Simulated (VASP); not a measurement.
**K4InAs2: single point with r2SCAN**

Crystal: K4InAs2.

```
In K As
1.0
     3.06169    5.17036   -0.09456
    -2.95786    5.11041   -0.06217
    -0.08365   -3.56391    9.13729
In K As
1 4 2
Direct
  0.97884 0.99677 0.01335
  0.36745 0.38582 0.11924
  0.63836 0.58319 0.85373
  0.18778 0.22123 0.61700
  0.79414 0.77690 0.36647
  0.11225 0.06867 0.24202
  0.90589 0.92158 0.76251
```

```yaml
Program: VASP 6.6.1
Task: single point
Functional: r2SCAN
Potentials_or_basis: VASP PAW PBE potentials, release 64 (In_d, K_sv, As)
Cutoff: 520 eV
k_mesh: 4 × 4 × 2, shifted
Occupations: gaussian, width 0.1823 eV
Spin: no spin polarisation
```

* Pressure: 4.3 GPa
* Largest force: 8.407 eV/Å
* Band gap on the k mesh: zero (an odd number of electrons rules out a gap without spin polarisation)

Forces on the atoms (eV/Å):
```
In  -0.602 -0.897 -5.233
K    0.147 -0.194  0.261
K   -0.337  0.012 -0.279
K    0.120 -0.026  0.017
K   -0.017  0.075  0.088
As   0.539  0.880  8.343
As   0.151  0.150 -3.196
```

Stress tensor (GPa, compression positive):
```
-0.34 -0.14  0.93
-0.14 -0.12  1.16
 0.93  1.16 13.49
```

Levels at points of the mesh, in eV from the Fermi level:
```csv
k point,band 26,band 27,band 28,band 29,band 30,band 31,band 32,band 33
"(0.12, 0.12, 0.00)",-3.39,-3.36,-2.22,-2.20,-0.82,0.55,0.94,1.30
```

It took 18 min on 1 thread of Intel(R) Xeon(R) Platinum 8259CL CPU @ 2.50GHz (Skylake/Cascade Lake), with other jobs on the host, peak memory 0.57 GiB.

Caveat: the cell stands under pressure; the PAW data sets were made with another functional, which shifts forces and pressure a little; spin-orbit coupling is left out, which moves the levels of the heavy elements.
